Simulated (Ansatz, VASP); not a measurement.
**Co in VASP and in Ansatz**

```
Co
1.0
     3.97014    0.00000    0.00000
    -1.98507    3.43825    0.00000
     0.00000    0.00000    2.43370
Co
3
Direct
  0.00000 0.00000 0.00000
  0.33333 0.66667 0.50000
  0.66667 0.33333 0.50000
```

Alike in both runs: task relaxation of cell and atoms; functional BLYP; k mesh 9 × 9 × 13; occupations fermi-dirac, width 0.05 eV; collinear spin.

|  | VASP | Ansatz |
| --- | --- | --- |
| version | VASP 6.6.1 | Ansatz 0.2.0 |
| potentials or method | VASP PAW PBE potentials, release 64 (Co), cutoff 600 eV | plane waves (420 eV) with PAW, scalar-relativistic |
| valence electrons in the cell | 27 | 51 |

|  | VASP | Ansatz | Ansatz less VASP |
| --- | --- | --- | --- |
| net moment per atom (μB) | 1.66 | 1.66 | +0.007 |
| size of the moment on the site where the two differ most (μB) | 1.64 | 1.69 | +0.051 |
| relaxed volume (Å³/atom) | 11.54 | 11.56 | +0.025 |
| relaxed length of the cell vector where the two differ most in proportion (Å) | 4.015 | 4.019 | +0.0034 |

VASP's potentials were made for PBE, not for BLYP. Site moments also hang on the region over which each program counts them. VASP's potentials hold 27 valence electrons a cell and Ansatz's 51, so a difference there can come from the potentials and not from the codes.
